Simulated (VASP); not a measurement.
# Si7H2 in VASP: single point with PBE+D3(BJ)

Aim: the single point of Si7H2 with PBE+D3(BJ).

Program: VASP 6.6.1. These are calculated values, not measurements. Logs are shortened: lines on timing, memory, paths and dates and some standing lists are left out, and cuts for length are marked.

**1. The cell of the first run**

The cell holds a slab with vacuum, 36 atoms: a = 7.667 Å, b = 7.667 Å, c = 26.093 Å, α = 90.00°, β = 90.00°, γ = 90.00°.

**2. Single point, PBE+D3(BJ)**

File INCAR:

```
SYSTEM = Si7H2
PREC = Accurate ; ENCUT = 520
EDIFF = 1E-6 ; ISMEAR = 0
SIGMA = 0.05 ; LREAL = Auto
LASPH = .TRUE. ; NELM = 60
ALGO = Normal ; ISIF = 2
LWAVE = .FALSE. ; LCHARG = .FALSE.
LDIPOL = .TRUE. ; IDIPOL = 3
DIPOL = 0.5 0.5 0.472 ; GGA = PE
IVDW = 12 ; NBANDS = 84
```

File KPOINTS:

```
Automatic mesh
0
G
  4 4 1
  0 0 0
```

File POSCAR:

```
Si7H2
1.0
    7.6671912422      0.0000000000      0.0000000000
    0.0000000000      7.6671912422      0.0000000000
    0.0000000000      0.0000000000     26.0926103800
H Si
8 28
Direct
    0.5000000000      0.3413258569      0.3257627304
    0.5000000000      0.6586741431      0.3257627304
    0.5000000000      0.8413258569      0.3257627304
    0.5000000000      0.1586741431      0.3257627304
    0.0000000000      0.6586741431      0.3257627304
    0.0000000000      0.3413258569      0.3257627304
    0.0000000000      0.1586741431      0.3257627304
    0.0000000000      0.8413258569      0.3257627304
    0.5000000000      0.5000000000      0.3587347476
    0.5000000000      0.0000000000      0.3587347476
    0.0000000000      0.5000000000      0.3587347476
    0.0000000000      0.0000000000      0.3587347476
    0.7500000000      0.5000000000      0.4106797509
    0.7500000000      0.0000000000      0.4106797509
    0.2500000000      0.5000000000      0.4106797509
    0.2500000000      0.0000000000      0.4106797509
    0.7500000000      0.7500000000      0.4626247541
    0.7500000000      0.2500000000      0.4626247541
    0.2500000000      0.7500000000      0.4626247541
    0.2500000000      0.2500000000      0.4626247541
    0.0013273716      0.7500000000      0.5173063354
   -0.0013273716      0.2500000000      0.5173063354
    0.5012195450      0.7500000000      0.5120279214
    0.4987804550      0.2500000000      0.5120279214
    0.0000000000      0.0000000000      0.5714331387
    0.0000000000      0.5000000000      0.5714331387
    0.5000000000      0.0000000000      0.5624541665
    0.5000000000      0.5000000000      0.5624541665
    0.2614780158      0.0155182303      0.6205255301
    0.2614780158      0.4844817697      0.6205255301
    0.7385219842     -0.0155182303      0.6205255301
    0.7385219842      0.5155182303      0.6205255301
    0.3296795209      0.2500000000      0.6775422999
    0.3763133779      0.7500000000      0.6492090574
    0.6236866221      0.2500000000      0.6492090574
    0.6703204791      0.7500000000      0.6775422999
```

Potentials or basis: VASP PAW PBE potentials, release 64 (H, Si).

Run with:

```bash
$ cat potpaw_PBE.64/H/POTCAR potpaw_PBE.64/Si/POTCAR > POTCAR
$ mpirun -np 1 vasp_std > vasp.out
```

OUTCAR:

```text
SYSTEM = Si7H2
   PREC = Accurate
   ENCUT = 520
   EDIFF = 1E-6
   ISMEAR = 0
   LREAL = Auto
   LASPH = .TRUE.
   NELM = 60
   ISIF = 2
   GGA = PE
   IVDW = 12
 IVDW          = 12

 ion  position               nearest neighbor table
   1  0.500  0.341  0.326-   9 1.49
   2  0.500  0.659  0.326-   9 1.49
   3  0.500  0.841  0.326-  10 1.49
   4  0.500  0.159  0.326-  10 1.49
   5  0.000  0.659  0.326-  11 1.49
   6  0.000  0.341  0.326-  11 1.49
   7  0.000  0.159  0.326-  12 1.49
   8  0.000  0.841  0.326-  12 1.49
   9  0.500  0.500  0.359-   1 1.49   2 1.49  13 2.35  15 2.35
  10  0.500  0.000  0.359-   3 1.49   4 1.49  14 2.35  16 2.35
  11  0.000  0.500  0.359-   5 1.49   6 1.49  13 2.35  15 2.35
  12  0.000  0.000  0.359-   7 1.49   8 1.49  14 2.35  16 2.35
  13  0.750  0.500  0.411-  17 2.35  18 2.35   9 2.35  11 2.35
  14  0.750  0.000  0.411-  17 2.35  18 2.35  10 2.35  12 2.35
[... 10 lines left out ...]
  25  0.000  0.000  0.571-  21 2.38  22 2.38  29 2.38  31 2.38
  26  0.000  0.500  0.571-  21 2.38  22 2.38  30 2.38  32 2.38
  27  0.500  0.000  0.562-  23 2.32  24 2.32  29 2.38  31 2.38  34 3.11  35 3.11
  28  0.500  0.500  0.562-  23 2.32  24 2.32  30 2.38  32 2.38  34 3.11  35 3.11
  29  0.261  0.016  0.621-  34 2.34  27 2.38  25 2.38  33 2.39
  30  0.261  0.484  0.621-  34 2.34  28 2.38  26 2.38  33 2.39
  31  0.739  0.984  0.621-  35 2.34  27 2.38  25 2.38  36 2.39
  32  0.739  0.516  0.621-  35 2.34  28 2.38  26 2.38  36 2.39
  33  0.330  0.250  0.678-  35 2.37  30 2.39  29 2.39
  34  0.376  0.750  0.649-  29 2.34  30 2.34  36 2.37  28 3.11  27 3.11
  35  0.624  0.250  0.649-  31 2.34  32 2.34  33 2.37  28 3.11  27 3.11
  36  0.670  0.750  0.678-  34 2.37  32 2.39  31 2.39

  LATTYP: Found a simple tetragonal cell.
 ALAT       =     7.6671912422
 C/A-ratio  =     3.4031511092

  Lattice vectors:

 A1 = (   7.6671912422,   0.0000000000,   0.0000000000)
 A2 = (   0.0000000000,   7.6671912422,   0.0000000000)
 A3 = (   0.0000000000,   0.0000000000,  26.0926103800)

Analysis of symmetry for initial positions (statically):
=====================================================================
 Subroutine PRICEL returns:
 Original cell was already a primitive cell.

 Routine SETGRP: Setting up the symmetry group for a
 simple tetragonal supercell.

 Subroutine GETGRP returns: Found  4 space group operations
 (whereof  2 operations were pure point group operations)
 out of a pool of 16 trial point group operations.

The static configuration has the point symmetry C_2 .
 The point group associated with its full space group is C_2v.

Analysis of symmetry for dynamics (positions and initial velocities):
=====================================================================
 Subroutine PRICEL returns:
 Original cell was already a primitive cell.

 Routine SETGRP: Setting up the symmetry group for a
 simple tetragonal supercell.

 Subroutine GETGRP returns: Found  4 space group operations
 (whereof  2 operations were pure point group operations)
 out of a pool of 16 trial point group operations.

The dynamic configuration has the point symmetry C_2 .
 The point group associated with its full space group is C_2v.

 Subroutine INISYM returns: Found  4 space group operations
 (whereof  2 operations are pure point group operations),
 and found     1 'primitive' translations

----------------------------------------------------------------------------------------

                                     Primitive cell

  volume of cell :    1533.8755

  direct lattice vectors                    reciprocal lattice vectors
     7.667191242  0.000000000  0.000000000     0.130425858  0.000000000  0.000000000
     0.000000000  7.667191242  0.000000000     0.000000000  0.130425858  0.000000000
     0.000000000  0.000000000 26.092610380     0.000000000  0.000000000  0.038325027

  length of vectors
     7.667191242  7.667191242 26.092610380     0.130425858  0.130425858  0.038325027

  position of ions in fractional coordinates (direct lattice)
     0.500000000  0.341325857  0.325762730
     0.500000000  0.658674143  0.325762730
     0.500000000  0.841325857  0.325762730
     0.500000000  0.158674143  0.325762730
     0.000000000  0.658674143  0.325762730
     0.000000000  0.341325857  0.325762730
[... 28 lines left out ...]
     0.623686622  0.250000000  0.649209057
     0.670320479  0.750000000  0.677542300

  ion indices of the primitive-cell ions
   primitive index   ion index
                 1           1
                 2           2
                 3           3
                 4           4
                 5           5
                 6           6
[... 28 lines left out ...]
                35          35
                36          36

----------------------------------------------------------------------------------------

 KPOINTS: Automatic mesh

Automatic generation of k-mesh.
 Grid dimensions read from file:
 generate k-points for:    4    4    1

 Generating k-lattice:

  Cartesian coordinates                     Fractional coordinates (reciprocal lattice)
     0.032606465  0.000000000  0.000000000     0.250000000  0.000000000  0.000000000
     0.000000000  0.032606465  0.000000000     0.000000000  0.250000000  0.000000000
     0.000000000  0.000000000  0.038325027     0.000000000  0.000000000  1.000000000

  Length of vectors
     0.032606465  0.032606465  0.038325027

  Shift w.r.t. Gamma in fractional coordinates (k-lattice)
     0.000000000  0.000000000  0.000000000

 Subroutine IBZKPT returns following result:
 ===========================================

 Found      9 irreducible k-points:

 Following reciprocal coordinates:
            Coordinates               Weight
  0.000000  0.000000  0.000000      1.000000
  0.250000  0.000000  0.000000      2.000000
  0.000000  0.250000  0.000000      2.000000
  0.500000  0.000000  0.000000      1.000000
  0.000000  0.500000  0.000000      1.000000
  0.250000  0.250000  0.000000      4.000000
  0.500000  0.250000  0.000000      2.000000
 -0.250000  0.500000  0.000000      2.000000
  0.500000  0.500000  0.000000      1.000000
   k-points           NKPTS =      9   k-points in BZ     NKDIM =      9   number of bands    NBANDS=     84
   number of dos      NEDOS =    301   number of ions     NIONS =     36
   total plane-waves  NPLWV = 705600
   dimension x,y,z NGX =    60 NGY =   60 NGZ =  196
   dimension x,y,z NGXF=   120 NGYF=  120 NGZF=  392
   ions per type =               8  28
   NGX,Y,Z   is equivalent  to a cutoff of  13.01, 13.01, 12.49 a.u.
   NGXF,Y,Z  is equivalent  to a cutoff of  26.02, 26.02, 24.98 a.u.
 SYSTEM =  Si7H2
   PREC   = accura    normal or accurate (medium, high low for compatibility)
   ISTART =      0    job   : 0-new  1-cont  2-samecut
   ICHARG =      2    charge: 1-file 2-atom 10-const
   ISPIN  =      1    spin polarized calculation?
   LNONCOLLINEAR =      F non collinear calculations
   LSORBIT =      F    spin-orbit coupling
   LASPH  =      T    aspherical Exc in radial PAW
   ENCUT  =  520.0 eV  38.22 Ry    6.18 a.u.  14.26 14.26 48.51*2*pi/ulx,y,z
   NELM   =     60;   NELMIN=  2; NELMDL= -5     # of ELM steps
   EDIFF  = 0.1E-05   stopping-criterion for ELM
   LREAL  =      T    real-space projection
   EDIFFG = 0.1E-04   stopping-criterion for IOM
   NSW    =      0    number of steps for IOM
   IBRION =     -1    ionic relax: 0-MD 1-quasi-New 2-CG
   NFREE  =      0    steps in history (QN), initial steepest desc. (CG)
   ISIF   =      2    stress and relaxation
   ISYM   =      2    0-nonsym 1-usesym 2-fastsym
   POTIM  = 0.5000    time-step for ionic-motion
   TEBEG  =    0.0;   TEEND  =   0.0 temperature during run
   PSTRESS=    0.0 pullay stress
   NELECT =     120.0000    total number of electrons
   NUPDOWN=      -1.0000    fix difference up-down
   EMIN   =  10.00;   EMAX   =-10.00  energy-range for DOS
   EFERMI =   0.00;   METHOD = LEGACY
   ISMEAR =     0;   SIGMA  =   0.05  broadening in eV -4-tet -1-fermi 0-gaus
   EFERMI_NEDOS =   21; number of points for ismear=-14 and -15
   IALGO  =     38    algorithm
   IMIX   =      4    mixing-type and parameters
     AMIX     =   0.40;   BMIX     =  1.00
     AMIX_MAG =   1.60;   BMIX_MAG =  1.00
  volume/ion in A,a.u.               =      42.61       287.53
  Fermi-wavevector in a.u.,A,eV,Ry     =   0.700173  1.323135  6.670146  0.490242
  Thomas-Fermi vector in A             =   1.784253
   LORBIT       =      0    0 simple, 1 ext, 2 COOP (PROOUT), +10 PAW based schemes
   GGA     = PE    functional components
   LHFCALC =     F    Hartree Fock is set to
   AEXX    =    0.0000 exact exchange contribution
   IVDW    =    12    specifies the selected vdW correction
   LEPSILON=     F    determine dielectric tensor
   LRPA    =     F    only Hartree local field effects (RPA)
 non-spin polarized calculation
 Gauss-broadening in eV      SIGMA  =   0.05
  energy-cutoff  :      520.00
  volume of cell :     1533.88
 maximum number of plane-waves:     41345
 NGX is ok and might be reduce to    60
   NGX = 29   NGY = 29   NGZ = 97

 dipolmoment           0.000000      0.000000     -0.241943 electrons x Angstroem

 number of electron     120.0000006 magnetization

 dipolmoment           0.000000      0.000000      0.141325 electrons x Angstroem

 Free energy of the ion-electron system (eV)
  ---------------------------------------------------
  ext. energy  EPLUGINS =         0.00000000
  ---------------------------------------------------
  free energy    TOTEN  =      -172.20512021 eV

  energy without entropy =     -172.20511848  energy(sigma->0) =     -172.20511935

 E-fermi :  -0.8677     XC(G=0):  -4.1849

 val. band max:       -1.0186979881   @ k =   0.5000   0.2500   0.0000
 cond. band min:      -0.7292020882   @ k =   0.0000   0.0000   0.0000
 fundamental gap:      0.2894959000
 Fermi energy:        -0.8676782624

 k-point     1 :       0.0000    0.0000    0.0000
  band No.  band energies     occupation
      1     -12.5480      2.00000
      2     -11.8866      2.00000
      3     -10.7587      2.00000
      4     -10.6047      2.00000
      5     -10.5468      2.00000
      6     -10.4929      2.00000
[... 664 lines left out ...]
     71       2.2350      0.00000
     72       2.2350      0.00000
 [bands above 72 left out]

------------------------ aborting loop because EDIFF is reached ----------------------------------------

 vacuum level on the upper side and lower side of the slab       (xc-potential included)         0.088        -0.354

 Edisp (eV)   -7.55086

 E8    (eV) :    -3.1569

  FORCE on cell =-STRESS in cart. coord.  units (eV):
  Direction    XX          YY          ZZ          XY          YZ          ZX
  --------------------------------------------------------------------------------------
  -------------------------------------------------------------------------------------
  Total      -4.86292    10.83751    -0.13616     0.00000     0.00000     0.00000
  in kB      -5.07946    11.32009    -0.14222     0.00000     0.00000     0.00000
  external pressure =        2.03 kB  Pullay stress =        0.00 kB

 VOLUME and BASIS-vectors are now :
 -----------------------------------------------------------------------------
  energy-cutoff  :      520.00
  volume of cell :     1533.88
      direct lattice vectors                 reciprocal lattice vectors
     7.667191242  0.000000000  0.000000000     0.130425858  0.000000000  0.000000000
     0.000000000  7.667191242  0.000000000     0.000000000  0.130425858  0.000000000
     0.000000000  0.000000000 26.092610380     0.000000000  0.000000000  0.038325027

 POSITION                                       TOTAL-FORCE (eV/Angst)
 -----------------------------------------------------------------------------------
      3.83360      2.61701      8.50000         0.002173      0.472587     -0.073473
      3.83360      5.05018      8.50000        -0.002173     -0.472587     -0.073473
      3.83360      6.45061      8.50000        -0.002173      0.472587     -0.073473
      3.83360      1.21659      8.50000         0.002173     -0.472587     -0.073473
      0.00000      5.05018      8.50000        -0.007898     -0.480631     -0.084702
      0.00000      2.61701      8.50000         0.007898      0.480631     -0.084702
[... 28 lines left out ...]
      4.78192      1.91680     16.93956        -0.000891      0.000000     -0.000632
      5.13948      5.75039     17.67885         0.004106      0.000000     -0.012227
 -----------------------------------------------------------------------------------
    total drift:                                0.000000      0.000000     -0.021116

  FREE ENERGIE OF THE ION-ELECTRON SYSTEM (eV)
  ---------------------------------------------------
  free  energy   TOTEN  =      -179.7559788148 eV

  energy  without entropy=     -179.7559770875  energy(sigma->0) =     -179.75597795

 vacuum level on the upper side and lower side of the slab         4.058         3.613
```

Run time: 35 min. Hardware: 1 thread of AMD EPYC 9R45 (Zen 5), shared host; peak memory 1.6 GiB.

What came out:

```
Free energy                : -179.7560 eV
Largest force              : 0.488 eV/Å
Band gap on the k mesh     : 0.29 eV (least direct gap 0.46 eV)
Dispersion energy per atom : -0.210 eV
```

Forces in eV/Å, atoms in the order of the input:
```
H    0.002  0.473 -0.073
H   -0.002 -0.473 -0.073
H   -0.002  0.473 -0.073
H    0.002 -0.473 -0.073
H   -0.008 -0.481 -0.085
H    0.008  0.481 -0.085
H    0.008 -0.481 -0.085
H   -0.008  0.481 -0.085
Si   0.000  0.000  0.245
Si   0.000  0.000  0.245
Si   0.000  0.000  0.199
Si   0.000  0.000  0.199
Si   0.141  0.006 -0.070
Si   0.141 -0.006 -0.070
Si  -0.141 -0.006 -0.070
Si  -0.141  0.006 -0.070
Si   0.464  0.000  0.002
Si   0.299  0.000  0.026
Si  -0.299  0.000  0.026
Si  -0.464  0.000  0.002
Si   0.001  0.000  0.001
Si  -0.001  0.000  0.001
Si   0.003  0.000  0.001
Si  -0.003  0.000  0.001
Si   0.000  0.000  0.002
Si   0.000  0.000  0.002
Si   0.000  0.000 -0.003
Si   0.000  0.000 -0.003
Si   0.001 -0.005 -0.002
Si   0.001  0.005 -0.002
Si  -0.001  0.005 -0.002
Si  -0.001 -0.005 -0.002
Si  -0.004  0.000 -0.012
Si   0.001  0.000 -0.001
Si  -0.001  0.000 -0.001
Si   0.004  0.000 -0.012
```
